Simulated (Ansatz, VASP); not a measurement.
# One calculation of HfO2, two programs

File INCAR:

```
SYSTEM = HfO2
ALGO = Normal
EDIFF = 1E-6
ENCUT = 520
GGA = PE
ISIF = 2
ISMEAR = 0
LASPH = .True.
LCHARG = .True.
LELF = .True.
LREAL = .False.
LVHAR = .True.
LWAVE = .False.
NBANDS = 18
NELM = 60
PREC = Accurate
SIGMA = 0.02
```

The input KPOINTS:

```
k-points
0
Gamma
  8 8 8
  0 0 0
```

File POSCAR:

```
HfO2
1.0
    0.0000000000      2.5556074500      2.3682705750
    2.5029485250     -0.0669042000      2.4351747750
    2.5029485250      2.6225116500     -0.0669042000
Hf O
1 2
Direct
   -0.0880211644     -0.0217610118      0.0217610118
    0.2716432239      0.2832478642      0.2614868524
    0.8163779405      0.7385131476      0.7167521358
```

Input for Ansatz:

```yaml
crystal:
  lattice:
    - [0.0, 2.55560745, 2.368270575]
    - [2.502948525, -0.0669042, 2.435174775]
    - [2.502948525, 2.62251165, -0.0669042]
  atoms:
    - { symbol: Hf, position: [-0.0880211644, -0.0217610118, 0.0217610118] }
    - { symbol: O, position: [0.2716432239, 0.2832478642, 0.2614868524] }
    - { symbol: O, position: [0.8163779405, 0.7385131476, 0.7167521358] }
basis:
  ecutwfc: 420
kpoints:
  mp_grid: { grid: [8, 8, 8] }
hamiltonian:
  xc: pbe
scf:
  occupations: { method: gaussian, width: 0.02 }
output:
  forces: true
  stress: true
  eigenvalues: true
```

Alike in both runs: task single point; functional PBE; k mesh 8 × 8 × 8; occupations gaussian, width 0.02 eV; no spin polarisation.

|  | VASP | Ansatz |
| --- | --- | --- |
| version | VASP 6.6.1 | Ansatz 0.2.0 |
| potentials or method | VASP PAW PBE potentials, release 64 (Hf_pv, O), cutoff 520 eV | scalar-relativistic, plane waves, PAW |
| valence electrons in the cell | 22 | 38 |

```csv
,VASP,Ansatz,Ansatz less VASP
gap on the k mesh at the Fermi level (eV),2.96,2.99,+0.028
least direct gap on the mesh (eV),3.39,3.40,+0.014
pressure (GPa),28.0,31.1,+3.14
"traceless stress, the component that is largest in VASP (GPa)",-17.63,-17.24,+0.383
rms of the force components (eV/Å),1.999,2.008,+0.0092
```

Atom by atom the forces differ by 0.019 eV/Å (rms over components). VASP's potentials hold 22 valence electrons a cell and Ansatz's 38, so a difference there can come from the potentials and not from the codes.

Neither program's run includes spin-orbit coupling.
